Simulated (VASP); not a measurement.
A run of VASP 6.6.1 is set up as follows.

Contents of INCAR:

```
PREC = Accurate
ENCUT = 520
EDIFF = 1E-6
ISMEAR = -1
SIGMA = 0.02
LREAL = False
LASPH = True
NELM = 60
ALGO = Normal
ISIF = 2
LWAVE = False
LCHARG = False
GGA = PE
NBANDS = 15
```

Contents of KPOINTS:

```
regular mesh
0
Gamma
  8 8 8
```

The input POSCAR:

```
CaSe
1.0
   -0.1695055199      2.9464063484      2.9464063484
    2.9464063484     -0.1695055199      2.9464063484
    2.9464063484      2.9464063484     -0.1695055199
Ca Se
1 1
Direct
    0.0000000000      0.0000000000      0.0000000000
    0.5000000000      0.5000000000      0.5000000000
```

Potentials or basis: VASP PAW PBE potentials, release 64 (Ca_sv, Se).

Launch:

```sh
$ cat potpaw_PBE.64/Ca_sv/POTCAR potpaw_PBE.64/Se/POTCAR > POTCAR
$ mpirun -np 1 vasp_std > vasp.out
```

Question: What does it give for the pressure?

Answer: -2.1 GPa.

Question: What does it give for the band gap on the k mesh?

Answer: 1.88 eV (least direct gap 2.58 eV).

Stress tensor (GPa, compression positive):
```
-2.08  1.30  1.30
 1.30 -2.08  1.30
 1.30  1.30 -2.08
```

Caveat: the cell differs from its parent crystal (epitaxial 111 strain +5.0%). A k mesh can miss the band edges.
